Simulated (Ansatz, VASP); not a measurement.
**Two plane-wave programs on Sn3O**

```
Sn O
1.0
     5.96649    0.00000    0.00000
    -2.98324    5.16713    0.00000
     0.00000    0.00000    5.59869
Sn O
6 2
Cartesian
  1.9538 0.0000 0.0000
  0.9769 1.6921 2.7993
  -0.9769 1.6921 0.0000
  4.0126 0.0000 2.7993
  2.0063 3.4751 0.0000
  -2.0063 3.4751 2.7993
  0.0000 3.4448 1.3997
  2.9832 1.7224 4.1990
```

Alike in both runs: functional PBEsol; k mesh 6 × 6 × 4; occupations gaussian, width 0.1 eV; no spin polarisation.

Ansatz relaxed the structure, and its values are those at the end. VASP's run is a single point on that final structure, the one shown.

|  | VASP | Ansatz |
| --- | --- | --- |
| version | VASP 6.6.1 | Ansatz 0.2.0 |
| potentials or method | VASP PAW PBE potentials, release 64 (Sn_d, O), cutoff 520 eV | scalar-relativistic, plane waves, PAW |
| valence electrons in the cell | 96 | 96 |

Ansatz gave:

- gap on the k mesh at the Fermi level (eV): none
- pressure (GPa): 0.1
- rms of the force components (eV/Å): 0.004

**Question.** Which values does VASP return?

**Answer.** gap on the k mesh at the Fermi level (eV): none; pressure (GPa): 0.1; rms of the force components (eV/Å): 0.000.

VASP's potentials were made for PBE, not for PBEsol. A gap of «none» marks a metal or a gap that the smearing closes. With one functional, cell and mesh, what is left measures potentials, basis and numerics.
